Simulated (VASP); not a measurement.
# Ti2C in VASP: single point with LDA

Aim: the single point of Ti2C with LDA.

Program: VASP 6.6.1. These are calculated values, not measurements. Logs are shortened: lines on timing, memory, paths and dates and some standing lists are left out, and cuts for length are marked.

**1. The cell of the first run**

The cell holds a sublattice, 3 atoms: a = 3.097 Å, b = 3.097 Å, c = 5.117 Å, α = 72.39°, β = 72.39°, γ = 60.00°.

**2. Single point, LDA, collinear spin, ferromagnetic start**

Contents of INCAR:

```
  ALGO = Normal
  EDIFF = 1E-6
  ENCUT = 520
  ISIF = 2
  ISMEAR = 0
  ISPIN = 2
  LASPH = T
  LCHARG = T
  LELF = T
  LMAXMIX = 4
  LORBIT = 11
  LREAL = F
  LVHAR = T
  LWAVE = F
  MAGMOM = 1 1 1
  NBANDS = 25
  NELM = 150
  PREC = Accurate
  SIGMA = 0.1
```

Contents of KPOINTS:

```
k-points
0
Gamma
  12 12 12
```

Contents of POSCAR:

```
Ti2C
1.0
   -1.5482797468      2.6816991858      0.0000000000
   -3.0965594936      0.0000000000      0.0000000000
   -1.5482797468      0.8938997286      4.7948803090
Ti C
2 1
Direct
    0.2439459500      0.2439459500      0.2681621500
    0.7560540500      0.7560540500      0.7318378500
    0.5000000000      0.5000000000      0.5000000000
```

Potentials or basis: VASP PAW LDA potentials, release 64 (Ti_sv, C).

The run is started by

```console
$ cat potpaw_LDA.64/Ti_sv/POTCAR potpaw_LDA.64/C/POTCAR > POTCAR
$ mpirun -np 1 vasp_std > vasp.out
```

OUTCAR:

```text
EDIFF = 1E-6
   ENCUT = 520
   ISIF = 2
   ISMEAR = 0
   ISPIN = 2
   LASPH = T
   LORBIT = 11
   LREAL = F
   NELM = 150
   PREC = Accurate

 ion  position               nearest neighbor table
   1  0.244  0.244  0.268-   3 2.11   3 2.11   3 2.11   2 2.85   2 2.85   2 2.85
   2  0.756  0.756  0.732-   3 2.11   3 2.11   3 2.11   1 2.85   1 2.85   1 2.85
   3  0.500  0.500  0.500-   1 2.11   2 2.11   2 2.11   1 2.11   1 2.11   2 2.11

  LATTYP: Found a trigonal (rhomboedric) cell.
 ALAT       =     5.1173336882
 COS(alpha) =     0.8169197963

  Lattice vectors:

 A1 = (   0.0000000000,  -1.7877994572,   4.7948803090)
 A2 = (   1.5482797468,   0.8938997286,   4.7948803090)
 A3 = (  -1.5482797468,   0.8938997286,   4.7948803090)

Analysis of symmetry for initial positions (statically):
=====================================================================
 Subroutine PRICEL returns:
 Original cell was already a primitive cell.

 Routine SETGRP: Setting up the symmetry group for a
 trigonal (rhombohedral) supercell.

 Subroutine GETGRP returns: Found 12 space group operations
 (whereof 12 operations were pure point group operations)
 out of a pool of 12 trial point group operations.

The static configuration has the point symmetry D_3d.

Analysis of symmetry for dynamics (positions and initial velocities):
=====================================================================
 Subroutine PRICEL returns:
 Original cell was already a primitive cell.

 Routine SETGRP: Setting up the symmetry group for a
 trigonal (rhombohedral) supercell.

 Subroutine GETGRP returns: Found 12 space group operations
 (whereof 12 operations were pure point group operations)
 out of a pool of 12 trial point group operations.

The dynamic configuration has the point symmetry D_3d.

Analysis of structural, dynamic, and magnetic symmetry:
=====================================================================
 Subroutine PRICEL returns:
 Original cell was already a primitive cell.

 Routine SETGRP: Setting up the symmetry group for a
 trigonal (rhombohedral) supercell.

 Subroutine GETGRP returns: Found 12 space group operations
 (whereof 12 operations were pure point group operations)
 out of a pool of 12 trial point group operations.

The overall configuration has the point symmetry D_3d.

 Subroutine INISYM returns: Found 12 space group operations
 (whereof 12 operations are pure point group operations),
 and found     1 'primitive' translations

[... 123 lines left out ...]
   AEXX    =    0.0000 exact exchange contribution
   IVDW    =     0    specifies the selected vdW correction
   LEPSILON=     F    determine dielectric tensor
   LRPA    =     F    only Hartree local field effects (RPA)
 spin polarized calculation
 Gauss-broadening in eV      SIGMA  =   0.10
  energy-cutoff  :      520.00
  volume of cell :       39.82
 maximum number of plane-waves:      1087
   NGX = 11   NGY = 11   NGZ = 19

 number of electron      28.0000000 magnetization      -0.0018435

 number of electron      28.0000000 magnetization       0.0000741

 Free energy of the ion-electron system (eV)
  ---------------------------------------------------
  ext. energy  EPLUGINS =         0.00000000
  ---------------------------------------------------
  free energy    TOTEN  =       -29.28105424 eV

  energy without entropy =      -29.27152501  energy(sigma->0) =      -29.27628962

 E-fermi :   8.0671     XC(G=0): -12.0533

 val. band max:        8.0636113463   @ k =  -0.1667  -0.2500   0.3333
 cond. band min:       8.0673530474   @ k =  -0.0833  -0.2500   0.3333
 fundamental gap:      0.0037417011
 Fermi energy:         8.0671221166

 spin component 1

 k-point     1 :       0.0000    0.0000    0.0000
  band No.  band energies     occupation
      1     -47.9769      1.00000
      2     -47.8624      1.00000
      3     -24.9530      1.00000
      4     -24.4198      1.00000
      5     -24.4198      1.00000
      6     -24.3611      1.00000
[... 661 lines left out ...]
     24      16.8427      0.00000
     25      17.9211      0.00000

 [... further k-points ...]

 spin component 2

 k-point     1 :       0.0000    0.0000    0.0000
  band No.  band energies     occupation
      1     -47.9769      1.00000
      2     -47.8623      1.00000
      3     -24.9530      1.00000
      4     -24.4198      1.00000
      5     -24.4198      1.00000
      6     -24.3610      1.00000
[... 661 lines left out ...]
     24      16.8427      0.00000
     25      17.9211      0.00000

 [... further k-points ...]

------------------------ aborting loop because EDIFF is reached ----------------------------------------

  FORCE on cell =-STRESS in cart. coord.  units (eV):
  Direction    XX          YY          ZZ          XY          YZ          ZX
  --------------------------------------------------------------------------------------
  -------------------------------------------------------------------------------------
  Total       -2.2939595     -2.2939595     -1.3258947     -0.0000000      0.0000000      0.0000000
  in kB      -92.3058182    -92.3058182    -53.3522015     -0.0000000      0.0000000      0.0000000
  external PRESSURE =     -79.3212793 kB  Pullay stress =       0.0000000 kB

 VOLUME and BASIS-vectors are now :
 -----------------------------------------------------------------------------
  energy-cutoff  :      520.00
  volume of cell :       39.82
      direct lattice vectors                 reciprocal lattice vectors
    -1.548279747  2.681699186  0.000000000     0.000000000  0.372897902 -0.069518593
    -3.096559494  0.000000000  0.000000000    -0.322939056 -0.186448951 -0.069518593
    -1.548279747  0.893899729  4.794880309     0.000000000  0.000000000  0.208555779

 POSITION                                       TOTAL-FORCE (eV/Angst)
 -----------------------------------------------------------------------------------
     -1.54828      0.89390      1.28581         0.000000     -0.000000     -0.081052
     -4.64484      2.68170      3.50907        -0.000000      0.000000      0.081052
     -3.09656      1.78780      2.39744        -0.000000     -0.000000      0.000000
 -----------------------------------------------------------------------------------
    total drift:                                0.000000      0.000000      0.000000

  FREE ENERGIE OF THE ION-ELECTRON SYSTEM (eV)
  ---------------------------------------------------
  free  energy   TOTEN  =       -29.2810542364 eV

  energy  without entropy=      -29.2715250084  energy(sigma->0) =      -29.27628962

 total charge

# of ion       s       p       d       tot
------------------------------------------
    1        2.212   6.198   1.950  10.360
    2        2.212   6.198   1.950  10.360
    3        0.889   1.546   0.000   2.435
--------------------------------------------------
tot          5.313  13.942   3.899  23.154

 magnetization (x)

# of ion       s       p       d       tot
------------------------------------------
    1        0.000   0.000   0.000   0.000
    2        0.000   0.000   0.000   0.000
    3       -0.000  -0.000   0.000  -0.000
--------------------------------------------------
tot          0.000  -0.000   0.000   0.000
```

OSZICAR:

```text
N       E                     dE             d eps       ncg     rms          rms(c)
DAV:   1     0.319229331089E+03    0.31923E+03   -0.13753E+04 19021   0.134E+03
DAV:   2     0.153912238684E+01   -0.31769E+03   -0.30347E+03 19637   0.411E+02
DAV:   3    -0.338627158637E+02   -0.35402E+02   -0.34640E+02 30019   0.120E+02
DAV:   4    -0.365192162934E+02   -0.26565E+01   -0.26418E+01 24328   0.299E+01
DAV:   5    -0.366018151477E+02   -0.82599E-01   -0.82578E-01 26341   0.472E+00    0.223E+01
DAV:   6    -0.294716217422E+02    0.71302E+01   -0.31082E+01 23889   0.502E+01    0.584E+00
DAV:   7    -0.293302253071E+02    0.14140E+00   -0.31864E+00 24290   0.165E+01    0.451E+00
DAV:   8    -0.292982839772E+02    0.31941E-01   -0.19854E-01 22033   0.273E+00    0.282E+00
DAV:   9    -0.292807504672E+02    0.17534E-01   -0.11617E-01 23747   0.236E+00    0.573E-01
DAV:  10    -0.292803933498E+02    0.35712E-03   -0.13367E-02 24699   0.124E+00    0.365E-01
DAV:  11    -0.292812275828E+02   -0.83423E-03   -0.21634E-03 21064   0.401E-01    0.141E-01
DAV:  12    -0.292810625815E+02    0.16500E-03   -0.59791E-04 23952   0.117E-01    0.441E-02
DAV:  13    -0.292810576159E+02    0.49656E-05   -0.37866E-05 24409   0.517E-02    0.174E-02
DAV:  14    -0.292810551986E+02    0.24173E-05   -0.11691E-05 22317   0.255E-02    0.590E-03
DAV:  15    -0.292810542364E+02    0.96221E-06   -0.10050E-06 11475   0.117E-02
   1 F= -.29281054E+02 E0= -.29276290E+02  d E =-.952923E-02  mag=    -0.0000
```

stdout:

```text
POSCAR found type information on POSCAR TiC
 POSCAR found :  2 types and       3 ions
 scaLAPACK will be used
 LDA part: xc-table for (Slater(with rela. corr.)+CA(PZ))
 , standard interpolation
 POSCAR, INCAR and KPOINTS ok, starting setup
 FFT: planning ... GRIDC
 FFT: planning ... GRID_SOFT
 FFT: planning ... GRID
 WAVECAR not read
 entering main loop
```

Run time: 3.6 min. Hardware: 1 thread of Intel Xeon Platinum 8488C (Sapphire Rapids), shared host; peak memory 0.35 GiB.

What came out:

```
Free energy                                           : -29.2811 eV
Pressure                                              : -7.9 GPa
Largest force                                         : 0.081 eV/Å
Band gap on the k mesh                                : zero (filled and empty bands overlap)
Net moment                                            : 0.00 μB per cell
Valence electrons inside the program's atomic spheres : Ti 10.36; C 2.44
```

Forces in eV/Å, atoms in the order of the input:
```
Ti   0.000  0.000 -0.081
Ti   0.000  0.000  0.081
C    0.000  0.000  0.000
```

Levels at points of the mesh, in eV from the Fermi level:
Spin up:
| k point | band 10 | band 11 | band 12 | band 13 | band 14 | band 15 | band 16 | band 17 | band 18 | band 19 |
| --- | --- | --- | --- | --- | --- | --- | --- | --- | --- | --- |
| (0.00, 0.00, 0.00) | -4.82 | -2.68 | -2.68 | -1.84 | 0.40 | 0.40 | 1.09 | 1.93 | 1.93 | 3.02 |
| (0.50, 0.00, 0.00) | -4.62 | -2.90 | -2.51 | -1.23 | -0.87 | 0.11 | 1.87 | 2.73 | 2.77 | 3.06 |
| (0.50, 0.50, 0.00) | -4.97 | -2.75 | -2.67 | -1.64 | -0.78 | 0.89 | 2.37 | 2.81 | 2.93 | 3.31 |
| (0.00, 0.00, 0.50) | -5.55 | -2.54 | -2.54 | -0.89 | 0.34 | 0.80 | 0.80 | 1.71 | 1.71 | 2.15 |
Spin down:
```tsv
k point	band 11	band 12	band 13	band 14	band 15	band 16	band 17	band 18
(0.00, 0.00, 0.00)	-2.68	-2.68	-1.84	0.40	0.40	1.09	1.93	1.93
(0.50, 0.00, 0.00)	-2.90	-2.51	-1.23	-0.87	0.11	1.87	2.73	2.77
(0.50, 0.50, 0.00)	-2.75	-2.67	-1.64	-0.78	0.89	2.37	2.81	2.93
(0.00, 0.00, 0.50)	-2.54	-2.54	-0.89	0.34	0.80	0.80	1.71	1.71
```
